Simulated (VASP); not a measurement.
Write the native input for VASP 6.6.1 that does the following.

```yaml
Task: relaxation of cell and atoms
Functional: PBE
Potentials_or_basis: VASP PAW PBE potentials, release 64 (K_sv, I)
Cutoff: 600 eV
k_mesh: 6 × 6 × 1
Occupations: gaussian, width 0.02 eV
Spin: no spin polarisation
Dipole_correction: no
Further_INCAR_settings: ALGO = Normal; EDIFF = 1e-06; IBRION = 2; EDIFFG = -0.01; NSW = 65; ISIF = 3
```

The structure of KI lies in POSCAR:

```
KI
1.0
    5.0747965705      0.0000000000      0.0000000000
   -2.5373982853      4.3949027491      0.0000000000
    0.0000000000      0.0000000000     24.8611828535
K I
6 6
Direct
    0.0000000000      0.0000000000      0.0000000000
    0.3333333333      0.6666666667      0.1666666667
    0.6666666667      0.3333333333      0.3333333333
    0.0000000000      0.0000000000      0.5000000000
    0.6666666667      0.3333333333      0.6666666667
    0.3333333333      0.6666666667      0.8333333333
    0.6666666667      0.3333333333      0.0833333333
    0.0000000000      0.0000000000      0.2500000000
    0.3333333333      0.6666666667      0.4166666667
    0.3333333333      0.6666666667      0.5833333333
    0.0000000000      0.0000000000      0.7500000000
    0.6666666667      0.3333333333      0.9166666667
```

These files were run (other wordings do the same):

INCAR

```
PREC     = Accurate       # precision mode
ENCUT    = 600            # plane-wave cutoff, eV
EDIFF    = 1E-6           # SCF threshold, eV
ISMEAR   = 0              # smearing method
SIGMA    = 0.02           # smearing width, eV
LREAL    = False          # projectors in reciprocal space
LASPH    = True           # aspherical terms in the spheres
NELM     = 100            # most SCF steps
ALGO     = Normal         # electronic algorithm
ISIF     = 3              # what is computed and relaxed
LWAVE    = False          # write WAVECAR
LCHARG   = False          # write CHGCAR
GGA      = PE             # functional
IBRION   = 2              # ionic algorithm
NSW      = 65             # ionic steps
EDIFFG   = -0.01          # ionic threshold
```

KPOINTS

```
Automatic mesh
0
Gamma
  6 6 1
```

Potentials or basis: VASP PAW PBE potentials, release 64 (K_sv, I).

Launch:

```bash
$ cat potpaw_PBE.64/K_sv/POTCAR potpaw_PBE.64/I/POTCAR > POTCAR
$ mpirun -np 1 vasp_std > vasp.out
```

It gave:

The relaxed volume is 46.63 Å³/atom. The relaxed cell is a = 5.020 Å, b = 5.020 Å, c = 25.644 Å, α = 90.00°, β = 90.00°, γ = 120.00°. The space group after relaxing (to 0.05 Å) is P6_3/mmc (No. 194), the energy gained by relaxing is 3.6 meV/atom and the ionic steps are 9. The pressure after relaxing is 0.0 GPa, the largest force after relaxing is 0.009 eV/Å and the band gap on the k mesh is 3.73 eV, direct.

Caveat: spin-orbit coupling is left out, which moves the levels of the heavy elements.

It took 20 min on 1 thread of Intel(R) Xeon(R) 6975P-C (Granite Rapids), on a shared host, peak memory 0.89 GiB.
